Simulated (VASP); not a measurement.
# KI in VASP: notebook

KI is run at these levels: r2SCAN, PBE, HSE06; tasks: single point.

Program: VASP 6.6.1. These are calculated values, not measurements. Logs are shortened: lines on timing, memory, paths and dates and some standing lists are left out, and cuts for length are marked.

### 1 The cell of the first run

The structure is tetragonal, space group I4/mmm (No. 139). Conventional cell: a = 4.865 Å, b = 4.865 Å, c = 7.142 Å, α = 90.00°, β = 90.00°, γ = 90.00°. K (site symmetry 4/mmm) has 6 I at 3.44 to 3.57 Å within 4.5 Å. I (site symmetry 4/mmm) has 6 K at 3.44 to 3.57 Å within 4.5 Å.

### 2 Single point, r2SCAN (epitaxial xy strain -3.0%)

The input, POSCAR:

```
KI
1.0
    0.0000000000      3.4397279112      3.5711555981
    3.4397279112      0.0000000000      3.5711555981
    3.4397279112      3.4397279112      0.0000000000
K I
1 1
Direct
    0.0000000000      0.0000000000      0.0000000000
    0.5000000000      0.5000000000      0.5000000000
```

The input, INCAR.step1:

```
SYSTEM = KI
  PREC = Accurate
  ENCUT = 520
  ISMEAR = 0
  SIGMA = 0.01
  LREAL = .False.
  LASPH = .True.
  NELM = 60
  NBANDS = 15
  GGA = PE
  ALGO = Normal
  EDIFF = 1E-4
  LWAVE = .True.
  LCHARG = .False.
```

The input, INCAR.step2:

```
SYSTEM = KI
  PREC = Accurate
  ENCUT = 520
  EDIFF = 1E-6
  ISMEAR = 0
  SIGMA = 0.01
  LREAL = .False.
  LASPH = .True.
  NELM = 60
  ALGO = Normal
  ISIF = 2
  LWAVE = .False.
  LCHARG = .True.
  METAGGA = R2SCAN
  LMIXTAU = .True.
  LELF = .True.
  LVHAR = .True.
  NBANDS = 15
  ISTART = 1
```

The input, KPOINTS:

```
Automatic mesh
0
Gamma
  6 6 6
  0 0 0
```

Potentials or basis: VASP PAW PBE potentials, release 64 (K_sv, I).

Started as:

```console
$ cat potpaw_PBE.64/K_sv/POTCAR potpaw_PBE.64/I/POTCAR > POTCAR
$ cp INCAR.step1 INCAR
$ mpirun -np 1 vasp_std > vasp.out
$ cp INCAR.step2 INCAR
$ mpirun -np 1 vasp_std > vasp.out
```

OUTCAR:

```text
SYSTEM = KI
   PREC = Accurate
   ENCUT = 520
   EDIFF = 1E-6
   ISMEAR = 0
   LREAL = .False.
   LASPH = .True.
   NELM = 60
   ISIF = 2
   METAGGA = R2SCAN
   ISTART = 1

 ion  position               nearest neighbor table
   1  0.000  0.000  0.000-   2 3.44   2 3.44   2 3.44   2 3.44   2 3.57   2 3.57
   2  0.500  0.500  0.500-   1 3.44   1 3.44   1 3.44   1 3.44   1 3.57   1 3.57

  LATTYP: Found a body centered tetragonal cell.
 ALAT       =     4.8645098629
 C/A-ratio  =     1.4682488879

  Lattice vectors:

 A1 = (  -3.4397279112,   0.0000000000,   3.5711555981)
 A2 = (   3.4397279112,   0.0000000000,   3.5711555981)
 A3 = (   0.0000000000,   3.4397279112,  -3.5711555981)

Analysis of symmetry for initial positions (statically):
=====================================================================
 Subroutine PRICEL returns:
 Original cell was already a primitive cell.

 Routine SETGRP: Setting up the symmetry group for a
 body centered tetragonal supercell.

 Subroutine GETGRP returns: Found 16 space group operations
 (whereof 16 operations were pure point group operations)
 out of a pool of 16 trial point group operations.

The static configuration has the point symmetry D_4h.

Analysis of symmetry for dynamics (positions and initial velocities):
=====================================================================
 Subroutine PRICEL returns:
 Original cell was already a primitive cell.

 Routine SETGRP: Setting up the symmetry group for a
 body centered tetragonal supercell.

 Subroutine GETGRP returns: Found 16 space group operations
 (whereof 16 operations were pure point group operations)
 out of a pool of 16 trial point group operations.

The dynamic configuration has the point symmetry D_4h.

 Subroutine INISYM returns: Found 16 space group operations
 (whereof 16 operations are pure point group operations),
 and found     1 'primitive' translations

----------------------------------------------------------------------------------------

                                     Primitive cell

  volume of cell :      84.5059

  direct lattice vectors                    reciprocal lattice vectors
     0.000000000  3.439727911  3.571155598    -0.145360335  0.145360335  0.140010701
     3.439727911  0.000000000  3.571155598     0.145360335 -0.145360335  0.140010701
     3.439727911  3.439727911  0.000000000     0.145360335  0.145360335 -0.140010701

  length of vectors
     4.958314271  4.958314271  4.864509863     0.248721230  0.248721230  0.248721230

[... 79 lines left out ...]
   NELM   =     60;   NELMIN=  2; NELMDL=  0     # of ELM steps
   EDIFF  = 0.1E-05   stopping-criterion for ELM
   LREAL  =      F    real-space projection
[... 7 lines left out ...]
   TEBEG  =    0.0;   TEEND  =   0.0 temperature during run
   PSTRESS=    0.0 pullay stress
   NELECT =      16.0000    total number of electrons
   NUPDOWN=      -1.0000    fix difference up-down
   EMIN   =  10.00;   EMAX   =-10.00  energy-range for DOS
   EFERMI =   0.00;   METHOD = LEGACY
   ISMEAR =     0;   SIGMA  =   0.01  broadening in eV -4-tet -1-fermi 0-gaus
   EFERMI_NEDOS =   21; number of points for ismear=-14 and -15
   IALGO  =     38    algorithm
   IMIX   =      4    mixing-type and parameters
     AMIX     =   0.40;   BMIX     =  1.00
     AMIX_MAG =   1.60;   BMIX_MAG =  1.00
  volume/ion in A,a.u.               =      42.25       285.14
  Fermi-wavevector in a.u.,A,eV,Ry     =   0.940053  1.776443 12.023473  0.883700
  Thomas-Fermi vector in A             =   2.067427
   LORBIT       =      0    0 simple, 1 ext, 2 COOP (PROOUT), +10 PAW based schemes
   METAGGA = R2SCAN    functional components
   LHFCALC =     F    Hartree Fock is set to
   AEXX    =    0.0000 exact exchange contribution
   IVDW    =     0    specifies the selected vdW correction
   LEPSILON=     F    determine dielectric tensor
   LRPA    =     F    only Hartree local field effects (RPA)
 non-spin polarized calculation
 Gauss-broadening in eV      SIGMA  =   0.01
  energy-cutoff  :      520.00
  volume of cell :       84.51
 maximum number of plane-waves:      2292
 NGX is ok and might be reduce to    40
   NGX = 19   NGY = 19   NGZ = 19

 number of electron      16.0000000 magnetization

 Free energy of the ion-electron system (eV)
  ---------------------------------------------------
  ext. energy  EPLUGINS =         0.00000000
  ---------------------------------------------------
  free energy    TOTEN  =       -33.96450729 eV

  energy without entropy =      -33.96450729  energy(sigma->0) =      -33.96450729

 E-fermi :  -0.4233     XC(G=0):  -7.6950

 val. band max:       -0.5196580015   @ k =   0.0000   0.0000   0.0000
 cond. band min:       4.1891694222   @ k =   0.0000   0.0000   0.0000
 fundamental gap:      4.7088274236
 Fermi energy:        -0.4233031710

 k-point     1 :       0.0000    0.0000    0.0000
  band No.  band energies     occupation
      1     -30.1124      2.00000
      2     -12.8349      2.00000
      3     -12.8344      2.00000
      4     -12.8344      2.00000
      5     -11.4100      2.00000
      6      -0.5391      2.00000
      7      -0.5197      2.00000
      8      -0.5197      2.00000
      9       4.1892      0.00000
     10       6.3452      0.00000
     11       6.5780      0.00000
     12       6.5780      0.00000
     13       7.3063      0.00000
     14       7.4577      0.00000
[... 401 lines left out ...]
      2     -12.9157      2.00000
      3     -12.8644      2.00000
      4     -12.8522      2.00000
      5     -11.1816      2.00000
      6      -1.5704      2.00000
      7      -1.0999      2.00000
      8      -0.9355      2.00000
      9       5.2046      0.00000
     10       6.5381      0.00000
     11       7.9696      0.00000
     12       8.4767      0.00000
     13       9.2913      0.00000
     14       9.5952      0.00000
     15      10.2744      0.00000

 [... further k-points ...]
[... 5 lines left out ...]
  --------------------------------------------------------------------------------------
  -------------------------------------------------------------------------------------
  Total        0.6603725      0.6603725     -0.0040971      0.0000000      0.0000000      0.0000000
  in kB       12.5202396     12.5202396     -0.0776788      0.0000000      0.0000000      0.0000000
  external PRESSURE =       8.3209335 kB  Pullay stress =       0.0000000 kB

 VOLUME and BASIS-vectors are now :
 -----------------------------------------------------------------------------
  energy-cutoff  :      520.00
  volume of cell :       84.51
      direct lattice vectors                 reciprocal lattice vectors
     0.000000000  3.439727911  3.571155598    -0.145360335  0.145360335  0.140010701
     3.439727911  0.000000000  3.571155598     0.145360335 -0.145360335  0.140010701
     3.439727911  3.439727911  0.000000000     0.145360335  0.145360335 -0.140010701

 POSITION                                       TOTAL-FORCE (eV/Angst)
 -----------------------------------------------------------------------------------
      0.00000      0.00000      0.00000        -0.000000      0.000000      0.000000
      3.43973      3.43973      3.57116         0.000000     -0.000000     -0.000000
 -----------------------------------------------------------------------------------
    total drift:                                0.000000     -0.000000     -0.000000

  FREE ENERGIE OF THE ION-ELECTRON SYSTEM (eV)
  ---------------------------------------------------
  free  energy   TOTEN  =       -33.9645072939 eV

  energy  without entropy=      -33.9645072939  energy(sigma->0) =      -33.96450729
```

OUTCAR.step1:

```text
SYSTEM = KI
   PREC = Accurate
   ENCUT = 520
   ISMEAR = 0
   LREAL = .False.
   LASPH = .True.
[... 655 lines left out ...]
      0.00000      0.00000      0.00000         0.000000     -0.000000     -0.000000
      3.43973      3.43973      3.57116        -0.000000      0.000000      0.000000
 -----------------------------------------------------------------------------------
    total drift:                                0.000000     -0.000000     -0.000000

  FREE ENERGIE OF THE ION-ELECTRON SYSTEM (eV)
  ---------------------------------------------------
  free  energy   TOTEN  =        -5.5272076541 eV

  energy  without entropy=       -5.5272076541  energy(sigma->0) =       -5.52720765
```

OSZICAR.step1:

```text
N       E                     dE             d eps       ncg     rms          rms(c)
DAV:   1     0.907389106780E+02    0.90739E+02   -0.66245E+03   900   0.917E+02
DAV:   2    -0.172236796127E+00   -0.90911E+02   -0.84569E+02  1159   0.215E+02
DAV:   3    -0.534289412709E+01   -0.51707E+01   -0.51450E+01  1239   0.455E+01
DAV:   4    -0.560059514516E+01   -0.25770E+00   -0.25758E+00  1459   0.871E+00
DAV:   5    -0.560238237818E+01   -0.17872E-02   -0.17871E-02  1294   0.701E-01    0.336E+00
DAV:   6    -0.552499118776E+01    0.77391E-01   -0.89125E-02  1131   0.178E+00    0.238E+00
DAV:   7    -0.552224101646E+01    0.27502E-02   -0.11385E-01  1229   0.174E+00    0.792E-01
DAV:   8    -0.552663157105E+01   -0.43906E-02   -0.12703E-02   971   0.735E-01    0.134E-01
DAV:   9    -0.552702915818E+01   -0.39759E-03   -0.80439E-04  1271   0.172E-01    0.725E-02
DAV:  10    -0.552716862765E+01   -0.13947E-03   -0.12696E-04   981   0.642E-02    0.203E-02
DAV:  11    -0.552720765414E+01   -0.39026E-04   -0.51618E-05   870   0.430E-02
   1 F= -.55272077E+01 E0= -.55272077E+01  d E =-.422746E-12
```

It took 5.8 min on 1 thread of Oxide Virtual Turin-like, shared host; peak memory 0.22 GiB.

What came out:

| Quantity | Value |
| --- | --- |
| Free energy | -33.9645 eV |
| Pressure | 0.8 GPa |
| Band gap on the k mesh | 4.71 eV |

Caveat: the cell differs from its parent crystal (epitaxial xy strain -3.0%); the PAW data sets were made with another functional, which shifts forces and pressure a little; spin-orbit coupling is left out, which moves the levels of the heavy elements.

[end of part 1 of 2]
